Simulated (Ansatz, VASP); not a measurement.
**Al: VASP beside Ansatz**

```
CELL_PARAMETERS angstrom
2.89606 0.00000 0.00000
-1.44803 2.50806 0.00000
0.00000 0.00000 9.41013
ATOMIC_POSITIONS crystal
Al 0.00000 0.00000 0.00000
Al 0.33333 0.66667 0.25000
Al 0.00000 0.00000 0.50000
Al 0.66667 0.33333 0.75000
```

Alike in both runs: task single point; functional LDA; k mesh 9 × 9 × 3; no spin polarisation.

|  | VASP | Ansatz |
| --- | --- | --- |
| version | VASP 6.6.1 | Ansatz 0.2.0 |
| potentials or method | VASP PAW LDA potentials, release 64 (Al), cutoff 520 eV | plane waves, PAW |
| occupations | methfessel-paxton of order 1, width 0.1 eV | cold, width 0.1 eV |
| valence electrons in the cell | 12 | 12 |

```tsv
	VASP	Ansatz	Ansatz less VASP
pressure (GPa)	-5.3	-5.3	-0.08
traceless stress, the component that is largest in VASP (GPa)	2.91	2.94	+0.037
```

LDA's correlation is that of Perdew and Zunger in VASP and of Perdew and Wang (1992) in Ansatz.
